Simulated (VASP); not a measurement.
Set up this calculation in VASP 6.6.1, as the native input.

| Property | Result |
| --- | --- |
| Task | single point |
| Functional | BLYP |
| Potentials or basis | VASP PAW PBE potentials, release 64 (W_sv, C) |
| Cutoff | 520 eV |
| k mesh | 10 × 10 × 6 |
| Occupations | fermi-dirac, width 0.05 eV |
| Spin | no spin polarisation |
| Dipole correction | no |
| Further INCAR settings | ALGO = Normal; EDIFF = 1e-06; NBANDS = 16 |

The structure of WC lies in POSCAR:

```
WC
1.0
    1.4664812418     -2.8732873076      0.0000000000
    1.4664812418      2.8732873076      0.0000000000
    0.0000000000      0.0000000000      3.0408536205
W C
1 1
Direct
    0.5000000000      0.5000000000      0.5000000000
    0.0000000000      0.0000000000      0.0000000000
```

The input as run:

INCAR

```
SYSTEM = WC
PREC = Accurate
ENCUT = 520
EDIFF = 1E-6
ISMEAR = -1
SIGMA = 0.05
LREAL = .False.
LASPH = .True.
NELM = 80
ALGO = Normal
ISIF = 2
LWAVE = .False.
LCHARG = .True.
GGA = B5
ALDAX = 1.0
AGGAX = 1.0
AGGAC = 1.0
ALDAC = 0.0
LELF = .True.
LVHAR = .True.
NBANDS = 16
```

KPOINTS

```
regular mesh
0
Gamma
  10 10 6
  0 0 0
```

Potentials or basis: VASP PAW PBE potentials, release 64 (W_sv, C).

Launch:

```console
$ cat potpaw_PBE.64/W_sv/POTCAR potpaw_PBE.64/C/POTCAR > POTCAR
$ mpirun -np 1 vasp_std > vasp.out
```

Results of the run:

| Property | Result |
| --- | --- |
| Pressure | 1.5 GPa |
| Band gap on the k mesh | zero (bands 9 and 10 overlap by 2.94 eV) |

Caveat: the PAW data sets were made with another functional, which shifts forces and pressure a little; spin-orbit coupling is left out, which moves the levels of the heavy elements.

Run time: 16 s on 1 thread of Intel(R) Xeon(R) 6975P-C (Granite Rapids) (shared host), peak memory 0.17 GiB.
